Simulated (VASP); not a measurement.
Write the native input for VASP 6.6.1 that does the following.

| Quantity | Value |
| --- | --- |
| Task | single point |
| Functional | PBE0 |
| Potentials or basis | VASP PAW PBE potentials, release 64 (Pb_d, Se) |
| Cutoff | 520 eV |
| k mesh | 6 × 6 × 6 |
| Occupations | fermi-dirac, width 0.05 eV |
| Spin | no spin polarisation |
| Dipole correction | no |
| Grid for exact exchange (PRECFOCK) | Normal |
| Further INCAR settings | ALGO = Normal; EDIFF = 1e-06; NBANDS = 17 |
| Share of exact exchange | 0.25 |

Crystal: PbSe.

```
Pb Se
1.0
     0.00000    3.06065    3.06065
     3.06065    0.00000    3.06065
     3.06065    3.06065    0.00000
Pb Se
1 1
Cartesian
  0.0000 0.0000 0.0000
  3.0606 3.0606 3.0606
```

One way to write it, as run:

POSCAR

```
PbSe
1.0
    0.0000000000      3.0606500000      3.0606500000
    3.0606500000      0.0000000000      3.0606500000
    3.0606500000      3.0606500000      0.0000000000
Pb Se
1 1
Direct
    0.0000000000      0.0000000000      0.0000000000
    0.5000000000      0.5000000000      0.5000000000
```

INCAR.step1

```
SYSTEM = PbSe
PREC = Accurate
ENCUT = 520
EDIFF = 1E-5
ISMEAR = -1
SIGMA = 0.05
LREAL = .False.
LASPH = .True.
NELM = 80
ALGO = Normal
ISIF = 2
LWAVE = .True.
GGA = PE
NBANDS = 17
```

INCAR.step2

```
SYSTEM = PbSe
PREC = Accurate
ENCUT = 520
EDIFF = 1E-6
ISMEAR = -1
SIGMA = 0.05
LREAL = .False.
LASPH = .True.
NELM = 80
ALGO = Normal
ISIF = 2
LWAVE = .False.
LCHARG = .True.
GGA = PE
LHFCALC = .True.
AEXX = 0.25
PRECFOCK = Normal
LELF = .True.
LVHAR = .True.
ISTART = 1
NBANDS = 17
```

KPOINTS

```
Automatic mesh
0
Gamma
  6 6 6
  0 0 0
```

Potentials or basis: VASP PAW PBE potentials, release 64 (Pb_d, Se).

Command:

```bash
$ cat potpaw_PBE.64/Pb_d/POTCAR potpaw_PBE.64/Se/POTCAR > POTCAR
$ cp INCAR.step1 INCAR
$ mpirun -np 1 vasp_std > vasp.out
$ cp INCAR.step2 INCAR
$ mpirun -np 1 vasp_std > vasp.out
```

Results of the run:

The pressure is 1.2 GPa. The band gap on the k mesh is 1.28 eV.

Caveat: the PAW data sets were made with another functional, which shifts forces and pressure a little; spin-orbit coupling is left out, which moves the levels of the heavy elements.

It took 57 min on 1 thread of Intel(R) Xeon(R) 6975P-C (Granite Rapids) (shared host), peak memory 0.22 GiB.
